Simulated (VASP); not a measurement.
# Ge (Fmmm) in VASP: single point with PBE

Aim: the single point of Ge with PBE.

All numbers are computed with VASP 6.6.1; they aren't measurements. Logs are shortened: lines on timing, memory, paths and dates and some standing lists are left out, and cuts for length are marked.

## (1) The cell of the first run

The structure is orthorhombic, space group Fmmm (No. 69). The conventional cell has a = 5.299 Å, b = 5.789 Å, c = 10.101 Å, α = 90.00°, β = 90.00°, γ = 90.00°. Ge (site symmetry mm2) has 16 Ge at 2.71 to 3.92 Å within 4.0 Å. Within 3.5 Å of Ge (site symmetry m2m) lie 8 Ge at 2.62 to 3.17 Å.

## (2) Single point, PBE

INCAR reads:

```
SYSTEM = Ge
ALGO = Normal
EDIFF = 1E-6
ENCUT = 520
GGA = PE
ISIF = 2
ISMEAR = 0
LASPH = .True.
LCHARG = .False.
LREAL = .False.
LWAVE = .False.
NBANDS = 36
NELM = 60
PREC = Accurate
SIGMA = 0.1
```

KPOINTS reads:

```
k-points
0
Gamma
  12 12 12
  0 0 0
```

POSCAR reads:

```
Ge
1.0
    0.0000000000      2.8946317019      5.0504096618
    2.6493451896      0.0000000000      5.0504096618
    2.6493451896      2.8946317019      0.0000000000
Ge
4
Direct
    0.7789935916      0.7789935916      0.2210064084
    0.2210064084      0.2210064084      0.7789935916
    0.2734800932      0.7265199068      0.2734800932
    0.7265199068      0.2734800932      0.7265199068
```

Potentials or basis: VASP PAW PBE potentials, release 64 (Ge_d).

The run is started by

```
> cat potpaw_PBE.64/Ge_d/POTCAR > POTCAR
> mpirun -np 1 vasp_std > vasp.out
```

OUTCAR:

```text
SYSTEM = Ge
   EDIFF = 1E-6
   ENCUT = 520
   GGA = PE
   ISIF = 2
   ISMEAR = 0
   LASPH = .True.
   LREAL = .False.
   NELM = 60
   PREC = Accurate

 ion  position               nearest neighbor table
   1  0.779  0.779  0.221-   2 2.71   2 2.71   3 2.74   4 2.74
   2  0.221  0.221  0.779-   1 2.71   1 2.71   3 2.74   4 2.74
   3  0.273  0.727  0.273-   4 2.62   4 2.66   4 2.66   2 2.74   1 2.74
   4  0.727  0.273  0.727-   3 2.62   3 2.66   3 2.66   2 2.74   1 2.74

  LATTYP: Found a face centered orthorhombic cell.
 ALAT       =     5.2986903792
 B/A-ratio  =     1.0925838253
 C/A-ratio  =     1.9062860067

  Lattice vectors:

 A1 = (   0.0000000000,   2.8946317019,   5.0504096618)
 A2 = (   2.6493451896,   0.0000000000,   5.0504096618)
 A3 = (   2.6493451896,   2.8946317019,   0.0000000000)

Analysis of symmetry for initial positions (statically):
=====================================================================
 Subroutine PRICEL returns:
 Original cell was already a primitive cell.

 Routine SETGRP: Setting up the symmetry group for a
 face centered orthorhombic supercell.

 Subroutine GETGRP returns: Found  8 space group operations
 (whereof  8 operations were pure point group operations)
 out of a pool of  8 trial point group operations.

The static configuration has the point symmetry D_2h.

Analysis of symmetry for dynamics (positions and initial velocities):
=====================================================================
 Subroutine PRICEL returns:
 Original cell was already a primitive cell.

 Routine SETGRP: Setting up the symmetry group for a
 face centered orthorhombic supercell.

 Subroutine GETGRP returns: Found  8 space group operations
 (whereof  8 operations were pure point group operations)
 out of a pool of  8 trial point group operations.

The dynamic configuration has the point symmetry D_2h.

 Subroutine INISYM returns: Found  8 space group operations
 (whereof  8 operations are pure point group operations),
 and found     1 'primitive' translations

----------------------------------------------------------------------------------------

                                     Primitive cell

  volume of cell :      77.4620

  direct lattice vectors                    reciprocal lattice vectors
     0.000000000  2.894631702  5.050409662    -0.188725879  0.172733547  0.099001870
     2.649345190  0.000000000  5.050409662     0.188725879 -0.172733547  0.099001870
[... 89 lines left out ...]
   EDIFF  = 0.1E-05   stopping-criterion for ELM
   LREAL  =      F    real-space projection
   EDIFFG = 0.1E-04   stopping-criterion for IOM
   NSW    =      0    number of steps for IOM
   IBRION =     -1    ionic relax: 0-MD 1-quasi-New 2-CG
   NFREE  =      0    steps in history (QN), initial steepest desc. (CG)
   ISIF   =      2    stress and relaxation
   ISYM   =      2    0-nonsym 1-usesym 2-fastsym
   POTIM  = 0.5000    time-step for ionic-motion
   TEBEG  =    0.0;   TEEND  =   0.0 temperature during run
   PSTRESS=    0.0 pullay stress
   NELECT =      56.0000    total number of electrons
   NUPDOWN=      -1.0000    fix difference up-down
   EMIN   =  10.00;   EMAX   =-10.00  energy-range for DOS
   EFERMI =   0.00;   METHOD = LEGACY
   ISMEAR =     0;   SIGMA  =   0.10  broadening in eV -4-tet -1-fermi 0-gaus
   EFERMI_NEDOS =   21; number of points for ismear=-14 and -15
   IALGO  =     38    algorithm
   IMIX   =      4    mixing-type and parameters
     AMIX     =   0.40;   BMIX     =  1.00
     AMIX_MAG =   1.60;   BMIX_MAG =  1.00
  volume/ion in A,a.u.               =      19.37       130.68
  Fermi-wavevector in a.u.,A,eV,Ry     =   1.469292  2.776559 29.372503  2.158818
  Thomas-Fermi vector in A             =   2.584687
   LORBIT       =      0    0 simple, 1 ext, 2 COOP (PROOUT), +10 PAW based schemes
   GGA     = PE    functional components
   LHFCALC =     F    Hartree Fock is set to
   AEXX    =    0.0000 exact exchange contribution
   IVDW    =     0    specifies the selected vdW correction
   LEPSILON=     F    determine dielectric tensor
   LRPA    =     F    only Hartree local field effects (RPA)
 non-spin polarized calculation
 Gauss-broadening in eV      SIGMA  =   0.10
  energy-cutoff  :      520.00
  volume of cell :       77.46
 maximum number of plane-waves:      2107
 NGX is ok and might be reduce to    48
   NGX = 21   NGY = 21   NGZ = 15

 number of electron      55.9999985 magnetization

 Free energy of the ion-electron system (eV)
  ---------------------------------------------------
  ext. energy  EPLUGINS =         0.00000000
  ---------------------------------------------------
  free energy    TOTEN  =       -17.12612814 eV

  energy without entropy =      -17.11810716  energy(sigma->0) =      -17.12211765

 E-fermi :   6.3172     XC(G=0): -11.0954

 val. band max:        6.3152704529   @ k =   0.5000  -0.1667   0.3333
 cond. band min:       6.3245120258   @ k =   0.3333  -0.2500   0.1667
 fundamental gap:      0.0092415729
 Fermi energy:         6.3172272031

 k-point     1 :       0.0000    0.0000    0.0000
  band No.  band energies     occupation
      1     -18.4155      2.00000
      2     -18.3815      2.00000
      3     -18.3428      2.00000
      4     -18.3313      2.00000
      5     -18.3309      2.00000
      6     -18.3290      2.00000
[... 925 lines left out ...]
     35      11.3737      0.00000
     36      12.0053      0.00000

 [... further k-points ...]

------------------------ aborting loop because EDIFF is reached ----------------------------------------

  FORCE on cell =-STRESS in cart. coord.  units (eV):
  Direction    XX          YY          ZZ          XY          YZ          ZX
  --------------------------------------------------------------------------------------
  -------------------------------------------------------------------------------------
  Total       -0.0308305     -0.0363497     -0.0150402      0.0000000      0.0000000      0.0000000
  in kB       -0.6376803     -0.7518356     -0.3110823      0.0000000      0.0000000      0.0000000
  external PRESSURE =      -0.5668661 kB  Pullay stress =       0.0000000 kB

 VOLUME and BASIS-vectors are now :
 -----------------------------------------------------------------------------
  energy-cutoff  :      520.00
  volume of cell :       77.46
      direct lattice vectors                 reciprocal lattice vectors
     0.000000000  2.894631702  5.050409662    -0.188725879  0.172733547  0.099001870
     2.649345190  0.000000000  5.050409662     0.188725879 -0.172733547  0.099001870
     2.649345190  2.894631702  0.000000000     0.188725879  0.172733547 -0.099001870

 POSITION                                       TOTAL-FORCE (eV/Angst)
 -----------------------------------------------------------------------------------
      2.64935      2.89463      7.86847         0.000000      0.000000     -0.003844
      2.64935      2.89463      2.23235         0.000000      0.000000      0.003844
      2.64935      1.58325      5.05041         0.000000      0.000624      0.000000
      2.64935      4.20602      5.05041         0.000000     -0.000624      0.000000
 -----------------------------------------------------------------------------------
    total drift:                               -0.000000     -0.000000      0.000000

  FREE ENERGIE OF THE ION-ELECTRON SYSTEM (eV)
  ---------------------------------------------------
  free  energy   TOTEN  =       -17.1261281406 eV

  energy  without entropy=      -17.1181071572  energy(sigma->0) =      -17.12211765
```

OSZICAR:

```text
N       E                     dE             d eps       ncg     rms          rms(c)
DAV:   1     0.469858204165E+03    0.46986E+03   -0.27646E+04 23820   0.446E+03
DAV:   2     0.623368369007E+02   -0.40752E+03   -0.39771E+03 20176   0.790E+02
DAV:   3    -0.130220370468E+02   -0.75359E+02   -0.74233E+02 21676   0.200E+02
DAV:   4    -0.170801385097E+02   -0.40581E+01   -0.40281E+01 23748   0.535E+01
DAV:   5    -0.171617761128E+02   -0.81638E-01   -0.81572E-01 22792   0.845E+00    0.283E+00
DAV:   6    -0.171343634044E+02    0.27413E-01   -0.55425E-02 31012   0.555E+00    0.161E+00
DAV:   7    -0.171267104841E+02    0.76529E-02   -0.63054E-02 25776   0.352E+00    0.207E-01
DAV:   8    -0.171260549926E+02    0.65549E-03   -0.79067E-03 22548   0.186E+00    0.927E-02
DAV:   9    -0.171260833686E+02   -0.28376E-04   -0.16842E-03 24912   0.140E+00    0.307E-02
DAV:  10    -0.171261212077E+02   -0.37839E-04   -0.44713E-04 22548   0.692E-01    0.183E-02
DAV:  11    -0.171261253131E+02   -0.41054E-05   -0.14838E-04 28188   0.293E-01    0.545E-03
DAV:  12    -0.171261276875E+02   -0.23744E-05   -0.23222E-05 22712   0.987E-02    0.142E-03
DAV:  13    -0.171261281406E+02   -0.45312E-06   -0.39509E-06 18164   0.202E-02
   1 F= -.17126128E+02 E0= -.17122118E+02  d E =-.802098E-02
```

Run time: 16 min. Hardware: 1 thread of Intel Xeon Platinum 8375C at 2.90GHz (Ice Lake), shared host; peak memory 0.63 GiB.

Results:

```
Free energy            : -17.1261 eV
Pressure               : -0.1 GPa
Largest force          : 0.004 eV/Å
Band gap on the k mesh : zero (bands 28 and 29 overlap by 3.12 eV)
```

Forces on the atoms (eV/Å):
```
Ge   0.000  0.000 -0.004
Ge   0.000  0.000  0.004
Ge   0.000  0.001  0.000
Ge   0.000 -0.001  0.000
```
